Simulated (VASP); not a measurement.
The system is Sb5Se.

```
Sb Se
1.0
     3.55079    0.00000    0.00000
     0.00000    3.55079    0.00000
     0.00000    0.00000   15.04102
Sb Se
5 1
Direct
  0.50000 0.50000 0.33448
  0.50000 0.50000 0.66552
  0.00000 0.00000 0.17599
  0.00000 0.00000 0.82401
  0.00000 0.00000 0.50000
  0.50000 0.50000 0.00000
```

The cell was generated, and may not be a known phase.

| Item | Value |
| --- | --- |
| Program | VASP 6.6.1 |
| Task | relaxation of cell and atoms |
| Functional | PBE |
| Potentials or basis | VASP PAW PBE potentials, release 64 (Sb, Se) |
| Cutoff | 600 eV |
| k mesh | 6 × 6 × 1 |
| Occupations | gaussian, width 0.1 eV |
| Spin | no spin polarisation |

At the start: pressure -6.6 GPa; volume 31.61 Å³/atom.

**Question.** How do energy, volume and symmetry change on relaxing?

**Answer.** Over 42 steps the energy falls by 207.4 meV/atom and the volume is 26.65 Å³/atom (-15.7 %); space group P4/mmm (No. 123, to 0.1 Å) before and after.

Step by step:
```
step  energy change (eV)  largest force (eV/Å)  pressure (GPa)  volume (Å³)
   1              0.0000                0.1275           -6.61       189.64
   3             -0.6727                0.5551            0.05       161.60
   5             -0.7541                0.2984            0.35       159.65
   7             -0.7899                0.2285            1.17       157.18
   9             -0.8955                0.1726           -0.27       161.09
  11             -0.9083                0.3545           -0.89       164.40
  13             -0.9685                0.3677            1.22       158.81
  15             -1.0324                0.7377           -0.19       161.75
  17             -1.0809                0.4174           -0.55       161.98
  19             -1.1151                0.2408            0.96       157.43
  21             -1.1727                0.1395            0.44       158.43
  23             -1.1747                0.1416           -0.12       159.92
  25             -1.1830                0.1552            0.03       159.50
  27             -1.2129                0.1015            0.88       157.61
  29             -1.2143                0.0515            0.71       157.94
  31             -1.2188                0.1208            0.66       158.16
  33             -1.2193                0.1619            0.65       158.26
  35             -1.2255                0.1271            0.31       159.08
  37             -1.2275                0.0545           -1.09       162.78
  39             -1.2349                0.0410           -0.41       160.92
  41             -1.2397                0.0354            0.29       159.11
  42             -1.2446                0.0123            0.00       159.88
```

Final structure:
```xyz
6
Lattice="3.6343 0.0000 0.0000 0.0000 3.6343 0.0000 0.0000 0.0000 12.1047" Properties=species:S:1:pos:R:3 pbc="T T T"
Sb    1.8171    1.8171    4.0732
Sb    1.8171    1.8171    8.0315
Sb    0.0000    0.0000    1.7117
Sb    0.0000    0.0000   10.3930
Sb    0.0000    0.0000    6.0524
Se    1.8171    1.8171    0.0000
```

Caveat: the k points lie up to 0.52 Å⁻¹ apart in the final cell; the volume moved by over 15 % at a fixed basis, so the end points are rough; the highest band is partly filled, so the run has too few bands.
